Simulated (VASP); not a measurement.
# Sn (Fd-3m) in VASP: single point with r2SCAN

Aim: the single point of Sn with r2SCAN.

Program: VASP 6.6.1. These are calculated values, not measurements. Logs are shortened: lines on timing, memory, paths and dates and some standing lists are left out, and cuts for length are marked.

## Step 1: The cell of the first run

The structure is cubic, space group Fd-3m (No. 227). Conventional cell: a = 6.778 Å, b = 6.778 Å, c = 6.778 Å, α = 90.00°, β = 90.00°, γ = 90.00°. Within 3.9 Å of Sn (site symmetry -43m) lie 4 Sn at 2.94 Å.

This isn't the form of Sn at room conditions, which is tetragonal (white tin).

## Step 2: Single point, r2SCAN (38.93 Å³/atom)

Input file POSCAR:

```
Sn
1.0
    0.0000000000      3.3891935831      3.3891935831
    3.3891935831      0.0000000000      3.3891935831
    3.3891935831      3.3891935831      0.0000000000
Sn
2
Direct
    0.0000000000      0.0000000000      0.0000000000
    0.2500000000      0.2500000000      0.2500000000
```

Input file INCAR.step1:

```
SYSTEM = Sn
PREC = Accurate ; ENCUT = 520
ISMEAR = 0 ; SIGMA = 0.1
LREAL = .FALSE. ; LASPH = .TRUE.
NELM = 60 ; NBANDS = 21
GGA = PE ; ALGO = Normal
EDIFF = 1E-4 ; LWAVE = .TRUE.
LCHARG = .FALSE.
```

Input file INCAR.step2:

```
SYSTEM = Sn
PREC = Accurate ; ENCUT = 520
EDIFF = 1E-7 ; ISMEAR = 0
SIGMA = 0.1 ; LREAL = .FALSE.
LASPH = .TRUE. ; NELM = 60
ALGO = Normal ; ISIF = 2
LWAVE = .FALSE. ; LCHARG = .FALSE.
METAGGA = R2SCAN ; LMIXTAU = .TRUE.
NBANDS = 21 ; ISTART = 1
```

Input file KPOINTS:

```
Automatic mesh
0
G
  12 12 12
  0 0 0
```

Potentials or basis: VASP PAW PBE potentials, release 64 (Sn_d).

Command:

```
> cat potpaw_PBE.64/Sn_d/POTCAR > POTCAR
> cp INCAR.step1 INCAR
> mpirun -np 1 vasp_std > vasp.out
> cp INCAR.step2 INCAR
> mpirun -np 1 vasp_std > vasp.out
```

OUTCAR:

```text
SYSTEM = Sn
   PREC = Accurate
   ENCUT = 520
   EDIFF = 1E-7
   ISMEAR = 0
   LREAL = .FALSE.
   LASPH = .TRUE.
   NELM = 60
   ISIF = 2
   METAGGA = R2SCAN
   ISTART = 1

 ion  position               nearest neighbor table
   1  0.000  0.000  0.000-   2 2.94   2 2.94   2 2.94   2 2.94
   2  0.250  0.250  0.250-   1 2.94   1 2.94   1 2.94   1 2.94

  LATTYP: Found a face centered cubic cell.
 ALAT       =     6.7783871662

  Lattice vectors:

 A1 = (   0.0000000000,   3.3891935831,   3.3891935831)
 A2 = (   3.3891935831,   0.0000000000,   3.3891935831)
 A3 = (   3.3891935831,   3.3891935831,   0.0000000000)

Analysis of symmetry for initial positions (statically):
=====================================================================
 Subroutine PRICEL returns:
 Original cell was already a primitive cell.

 Routine SETGRP: Setting up the symmetry group for a
 face centered cubic supercell.

 Subroutine GETGRP returns: Found 48 space group operations
 (whereof 24 operations were pure point group operations)
 out of a pool of 48 trial point group operations.

The static configuration has the point symmetry T_d .
 The point group associated with its full space group is O_h .

Analysis of symmetry for dynamics (positions and initial velocities):
=====================================================================
 Subroutine PRICEL returns:
 Original cell was already a primitive cell.

 Routine SETGRP: Setting up the symmetry group for a
 face centered cubic supercell.

 Subroutine GETGRP returns: Found 48 space group operations
 (whereof 24 operations were pure point group operations)
 out of a pool of 48 trial point group operations.

The dynamic configuration has the point symmetry T_d .
 The point group associated with its full space group is O_h .

 Subroutine INISYM returns: Found 48 space group operations
 (whereof 24 operations are pure point group operations),
 and found     1 'primitive' translations

----------------------------------------------------------------------------------------

                                     Primitive cell

  volume of cell :      77.8608

  direct lattice vectors                    reciprocal lattice vectors
     0.000000000  3.389193583  3.389193583    -0.147527719  0.147527719  0.147527719
     3.389193583  0.000000000  3.389193583     0.147527719 -0.147527719  0.147527719
     3.389193583  3.389193583  0.000000000     0.147527719  0.147527719 -0.147527719

  length of vectors
     4.793043531  4.793043531  4.793043531     0.255525506  0.255525506  0.255525506

  position of ions in fractional coordinates (direct lattice)
     0.000000000  0.000000000  0.000000000
     0.250000000  0.250000000  0.250000000

  ion indices of the primitive-cell ions
   primitive index   ion index
                 1           1
                 2           2

----------------------------------------------------------------------------------------

 KPOINTS: Automatic mesh

Automatic generation of k-mesh.
 Grid dimensions read from file:
 generate k-points for:   12   12   12

 Generating k-lattice:

  Cartesian coordinates                     Fractional coordinates (reciprocal lattice)
    -0.012293977  0.012293977  0.012293977     0.083333333  0.000000000  0.000000000
     0.012293977 -0.012293977  0.012293977     0.000000000  0.083333333  0.000000000
     0.012293977  0.012293977 -0.012293977     0.000000000  0.000000000  0.083333333

  Length of vectors
     0.021293792  0.021293792  0.021293792

  Shift w.r.t. Gamma in fractional coordinates (k-lattice)
     0.000000000  0.000000000  0.000000000

 Subroutine IBZKPT returns following result:
 ===========================================

 Found     72 irreducible k-points:

 Following reciprocal coordinates:
            Coordinates               Weight
  0.000000  0.000000  0.000000      1.000000
  0.083333  0.000000  0.000000      8.000000
  0.166667  0.000000  0.000000      8.000000
  0.250000  0.000000  0.000000      8.000000
  0.333333  0.000000  0.000000      8.000000
  0.416667  0.000000  0.000000      8.000000
[... 16 lines left out ...]
  0.500000  0.166667  0.000000     24.000000
 -0.416667  0.166667  0.000000     24.000000
 [... further k-points ...]
   k-points           NKPTS =     72   k-points in BZ     NKDIM =     72   number of bands    NBANDS=     21
   number of dos      NEDOS =    301   number of ions     NIONS =      2
   total plane-waves  NPLWV =  46656
   dimension x,y,z NGX =    36 NGY =   36 NGZ =   36
   dimension x,y,z NGXF=    72 NGYF=   72 NGZF=   72
   ions per type =               2
   NGX,Y,Z   is equivalent  to a cutoff of  12.49, 12.49, 12.49 a.u.
   NGXF,Y,Z  is equivalent  to a cutoff of  24.97, 24.97, 24.97 a.u.
 SYSTEM =  Sn
   PREC   = accura    normal or accurate (medium, high low for compatibility)
   ISTART =      1    job   : 0-new  1-cont  2-samecut
   ICHARG =      0    charge: 1-file 2-atom 10-const
   ISPIN  =      1    spin polarized calculation?
   LNONCOLLINEAR =      F non collinear calculations
   LSORBIT =      F    spin-orbit coupling
   LASPH  =      T    aspherical Exc in radial PAW
   ENCUT  =  520.0 eV  38.22 Ry    6.18 a.u.   8.91  8.91  8.91*2*pi/ulx,y,z
   NELM   =     60;   NELMIN=  2; NELMDL=  0     # of ELM steps
   EDIFF  = 0.1E-06   stopping-criterion for ELM
   LREAL  =      F    real-space projection
   EDIFFG = 0.1E-05   stopping-criterion for IOM
   NSW    =      0    number of steps for IOM
   IBRION =     -1    ionic relax: 0-MD 1-quasi-New 2-CG
   NFREE  =      0    steps in history (QN), initial steepest desc. (CG)
   ISIF   =      2    stress and relaxation
   ISYM   =      2    0-nonsym 1-usesym 2-fastsym
   POTIM  = 0.5000    time-step for ionic-motion
   TEBEG  =    0.0;   TEEND  =   0.0 temperature during run
   PSTRESS=    0.0 pullay stress
   NELECT =      28.0000    total number of electrons
   NUPDOWN=      -1.0000    fix difference up-down
   EMIN   =  10.00;   EMAX   =-10.00  energy-range for DOS
   EFERMI =   0.00;   METHOD = LEGACY
   ISMEAR =     0;   SIGMA  =   0.10  broadening in eV -4-tet -1-fermi 0-gaus
   EFERMI_NEDOS =   21; number of points for ismear=-14 and -15
   IALGO  =     38    algorithm
   IMIX   =      4    mixing-type and parameters
     AMIX     =   0.40;   BMIX     =  1.00
     AMIX_MAG =   1.60;   BMIX_MAG =  1.00
  volume/ion in A,a.u.               =      38.93       262.72
  Fermi-wavevector in a.u.,A,eV,Ry     =   1.164183  2.199986 18.440266  1.355321
  Thomas-Fermi vector in A             =   2.300724
   LORBIT       =      0    0 simple, 1 ext, 2 COOP (PROOUT), +10 PAW based schemes
   METAGGA = R2SCAN    functional components
   LHFCALC =     F    Hartree Fock is set to
   AEXX    =    0.0000 exact exchange contribution
   IVDW    =     0    specifies the selected vdW correction
   LEPSILON=     F    determine dielectric tensor
   LRPA    =     F    only Hartree local field effects (RPA)
 non-spin polarized calculation
 Gauss-broadening in eV      SIGMA  =   0.10
  energy-cutoff  :      520.00
  volume of cell :       77.86
 maximum number of plane-waves:      2126
   NGX = 17   NGY = 17   NGZ = 17

 number of electron      28.0000008 magnetization

 Free energy of the ion-electron system (eV)
  ---------------------------------------------------
  ext. energy  EPLUGINS =         0.00000000
  ---------------------------------------------------
  free energy    TOTEN  =       -49.41841422 eV

  energy without entropy =      -49.41722316  energy(sigma->0) =      -49.41781869

 E-fermi :   4.2084     XC(G=0):  -8.9889

 val. band max:        4.1975710663   @ k =   0.4167   0.0000   0.0000
 cond. band min:       4.2829800944   @ k =   0.0000   0.0000   0.0000
 fundamental gap:      0.0854090281
 Fermi energy:         4.2083707444

 k-point     1 :       0.0000    0.0000    0.0000
  band No.  band energies     occupation
      1     -17.9132      2.00000
      2     -17.9132      2.00000
      3     -17.9132      2.00000
      4     -17.8634      2.00000
      5     -17.8634      2.00000
      6     -17.6354      2.00000
[... 13 lines left out ...]
     20      12.2472      0.00000
     21      12.2472      0.00000

 k-point     2 :       0.0833    0.0000    0.0000
  band No.  band energies     occupation
      1     -17.9171      2.00000
      2     -17.9171      2.00000
      3     -17.9118      2.00000
      4     -17.8580      2.00000
      5     -17.8580      2.00000
      6     -17.6455      2.00000
[... 13 lines left out ...]
     20      11.7910      0.00000
     21      11.7910      0.00000

 k-point     3 :       0.1667    0.0000    0.0000
  band No.  band energies     occupation
      1     -17.9248      2.00000
      2     -17.9248      2.00000
      3     -17.9081      2.00000
      4     -17.8464      2.00000
      5     -17.8464      2.00000
      6     -17.6577      2.00000
[... 13 lines left out ...]
     20      11.3776      0.00000
     21      11.3776      0.00000

 k-point     4 :       0.2500    0.0000    0.0000
  band No.  band energies     occupation
      1     -17.9320      2.00000
      2     -17.9320      2.00000
      3     -17.9029      2.00000
      4     -17.8344      2.00000
      5     -17.8344      2.00000
      6     -17.6680      2.00000
[... 13 lines left out ...]
     20      11.3322      0.00000
     21      11.3322      0.00000

 k-point     5 :       0.3333    0.0000    0.0000
  band No.  band energies     occupation
      1     -17.9370      2.00000
      2     -17.9370      2.00000
      3     -17.8975      2.00000
      4     -17.8252      2.00000
      5     -17.8252      2.00000
      6     -17.6751      2.00000
[... 13 lines left out ...]
     20      11.7284      0.00000
     21      11.7285      0.00000
[... 382 lines left out ...]
     20      12.0531      0.00000
     21      12.6864      0.00000

 k-point    22 :       0.4167    0.1667    0.0000
  band No.  band energies     occupation
      1     -17.9526      2.00000
      2     -17.9410      2.00000
      3     -17.8834      2.00000
      4     -17.8146      2.00000
      5     -17.7945      2.00000
      6     -17.7224      2.00000
[... 13 lines left out ...]
     20      12.3314      0.00000
     21      13.2081      0.00000

 k-point    23 :       0.5000    0.1667    0.0000
  band No.  band energies     occupation
      1     -17.9573      2.00000
      2     -17.9446      2.00000
      3     -17.8719      2.00000
      4     -17.8051      2.00000
      5     -17.7971      2.00000
      6     -17.7163      2.00000
[... 13 lines left out ...]
     20      12.8309      0.00000
     21      13.2006      0.00000

 k-point    24 :      -0.4167    0.1667    0.0000
  band No.  band energies     occupation
      1     -17.9579      2.00000
      2     -17.9465      2.00000
      3     -17.8666      2.00000
      4     -17.8059      2.00000
      5     -17.7988      2.00000
      6     -17.7024      2.00000
[... 13 lines left out ...]
     20      12.1895      0.00000
     21      12.4455      0.00000

 [... further k-points ...]

------------------------ aborting loop because EDIFF is reached ----------------------------------------

  FORCE on cell =-STRESS in cart. coord.  units (eV):
  Direction    XX          YY          ZZ          XY          YZ          ZX
  --------------------------------------------------------------------------------------
  -------------------------------------------------------------------------------------
  Total       -1.5884005     -1.5884005     -1.5884005      0.0000000      0.0000000      0.0000000
  in kB      -32.6852252    -32.6852252    -32.6852252      0.0000000      0.0000000      0.0000000
  external PRESSURE =     -32.6852252 kB  Pullay stress =       0.0000000 kB

 VOLUME and BASIS-vectors are now :
 -----------------------------------------------------------------------------
  energy-cutoff  :      520.00
  volume of cell :       77.86
      direct lattice vectors                 reciprocal lattice vectors
     0.000000000  3.389193583  3.389193583    -0.147527719  0.147527719  0.147527719
     3.389193583  0.000000000  3.389193583     0.147527719 -0.147527719  0.147527719
     3.389193583  3.389193583  0.000000000     0.147527719  0.147527719 -0.147527719

 POSITION                                       TOTAL-FORCE (eV/Angst)
 -----------------------------------------------------------------------------------
      0.00000      0.00000      0.00000        -0.000000     -0.000000     -0.000000
      1.69460      1.69460      1.69460         0.000000      0.000000      0.000000
 -----------------------------------------------------------------------------------
    total drift:                                0.000000      0.000000      0.000000

  FREE ENERGIE OF THE ION-ELECTRON SYSTEM (eV)
  ---------------------------------------------------
  free  energy   TOTEN  =       -49.4184142171 eV

  energy  without entropy=      -49.4172231570  energy(sigma->0) =      -49.41781869
```

Run time: 4.8 min. Hardware: 1 thread of Intel Xeon Platinum 8259CL at 2.50GHz (Skylake/Cascade Lake), shared host; peak memory 0.27 GiB.

Results:

| Item | Value |
| --- | --- |
| Free energy | -49.4184 eV |
| Pressure | -3.3 GPa |
| Band gap on the k mesh | zero (bands 14 and 15 overlap by 0.13 eV) |

Caveat: the cell stands under tension; the PAW data sets were made with another functional, which shifts forces and pressure a little; spin-orbit coupling is left out, which moves the levels of the heavy elements.

The gap in the log of VASP goes by the Fermi energy; the results here count the filled bands.